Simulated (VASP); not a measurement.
The system is Al3Cl.

```xyz
4
Lattice="4.9491 0.0000 0.0000 0.0000 4.9491 0.0000 0.0000 0.0000 4.0247" Properties=species:S:1:pos:R:3 pbc="T T T"
Al    0.0000    0.0000    0.0000
Al    2.4746    0.0000    2.0123
Al    0.0000    2.4746    2.0123
Cl    2.4746    2.4746    0.0000
```

- Program: VASP 6.6.1
- Task: relaxation of cell and atoms
- Functional: PBE
- Potentials or basis: VASP PAW PBE potentials, release 64 (Al, Cl)
- Cutoff: 600 eV
- k mesh: 4 × 4 × 4
- Occupations: gaussian, width 0.1 eV
- Spin: no spin polarisation

At the start: pressure -5.2 GPa; volume 24.64 Å³/atom.

Question: Where does the relaxation end?

Answer: Over 11 steps the energy falls by 302.6 meV/atom and the volume is 18.97 Å³/atom (-23.0 %); space group P4/mmm (No. 123, to 0.05 Å).

The path:
```
step  energy change (eV)  largest force (eV/Å)  pressure (GPa)  volume (Å³)
   1              0.0000                0.0000           -5.24        98.58
   2             -0.4000                0.0000           -3.62        87.48
   3             -0.6492                0.0000            0.70        76.16
   4             -0.6690                0.0000            3.19        72.03
   5             -0.8291                0.0000            4.04        69.48
   6             -0.9828                0.0000            8.06        66.36
   7             -1.1524                0.0000            2.77        73.35
   8             -1.1560                0.0000            3.37        72.43
   9             -1.2065                0.0000           -0.17        76.11
  10             -1.2089                0.0000            0.40        75.36
  11             -1.2105                0.0000            0.16        75.86
```

Final structure:
```xyz
4
Lattice="5.1531 0.0000 0.0000 0.0000 5.1531 0.0000 0.0000 0.0000 2.8569" Properties=species:S:1:pos:R:3 pbc="T T T"
Al    5.1531    0.0000    0.0000
Al    2.5766    0.0000    1.4284
Al    5.1531    2.5766    1.4284
Cl    2.5766    2.5766    2.8569
```

Caveat: the k points lie up to 0.55 Å⁻¹ apart in the final cell; the volume moved by over 15 % at a fixed basis, so the end points are rough.
